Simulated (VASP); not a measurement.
Mg, 12 atoms in the cell. The cell holds a slab with vacuum, 12 atoms: a = 6.420 Å, b = 6.420 Å, c = 16.213 Å, α = 90.00°, β = 90.00°, γ = 60.00°. 

| Quantity | Value |
| --- | --- |
| Program | VASP 6.6.1 |
| Task | single point |
| Functional | PBE |
| Potentials or basis | VASP PAW PBE potentials, release 64 (Mg) |
| Cutoff | 520 eV |
| k mesh | 2 × 2 × 1 |
| Occupations | fermi-dirac, width 0.15 eV |
| Spin | no spin polarisation |
| Dipole correction | no |
| Further INCAR settings | ALGO = Normal; EDIFF = 1e-06; NBANDS = 24 |

Potentials or basis: VASP PAW PBE potentials, release 64 (Mg).

Launch:

```sh
$ cat potpaw_PBE.64/Mg/POTCAR > POTCAR
$ mpirun -np 1 vasp_std > vasp.out
```

Hardware: 1 thread of AMD EPYC 7R13, with other jobs on the host.

Q: How long does it take, and how much memory?

A: Wall time 2.1 min on 1 thread of AMD EPYC 7R13, with other jobs on the host, peak memory 0.54 GiB. Counts: scf iterations 16, k points 2.
